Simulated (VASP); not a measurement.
Input of a VASP 6.6.1 run:

File INCAR:

```
SYSTEM = SrO
ALGO = Normal ; EDIFF = 1E-8
ENCUT = 600 ; GGA = PS
IBRION = 6 ; ISIF = 3
ISMEAR = 0 ; LASPH = .TRUE.
LCHARG = .FALSE. ; LREAL = .FALSE.
LWAVE = .FALSE. ; NBANDS = 15
NELM = 100 ; NFREE = 2
NSW = 1 ; POTIM = 0.015
PREC = Accurate ; SIGMA = 0.01
```

KPOINTS

```
k-points
0
G
  8 8 8
  0 0 0
```

POSCAR

```
SrO
1.0
    0.0000000000      2.5438864622      2.5438864622
    2.5438864622      0.0000000000      2.5438864622
    2.5438864622      2.5438864622      0.0000000000
Sr O
1 1
Direct
    0.5000000000      0.5000000000      0.5000000000
    0.0000000000      0.0000000000      0.0000000000
```

Potentials or basis: VASP PAW PBE potentials, release 64 (Sr_sv, O).

Launch:

```sh
$ cat potpaw_PBE.64/Sr_sv/POTCAR potpaw_PBE.64/O/POTCAR > POTCAR
$ mpirun -np 1 vasp_std > vasp.out
```

Question: Predict the elastic constants C11, C12, C44.

Answer: 210, 49, 54 GPa.

Question: Estimate the Voigt bulk modulus.

Answer: 103 GPa.

Question: Estimate the highest phonon frequency at Γ, LO-TO splitting left out.

Answer: 222 cm⁻¹.

Phonon frequencies in cm⁻¹ (negative: imaginary):
```csv
q point,frequencies
"(0.000, 0.000, 0.000)",0 0 0 222 222 222
```

Caveat: the cell is under stress, which shifts elastic constants; the PAW data sets were made with another functional, which shifts forces and pressure a little.
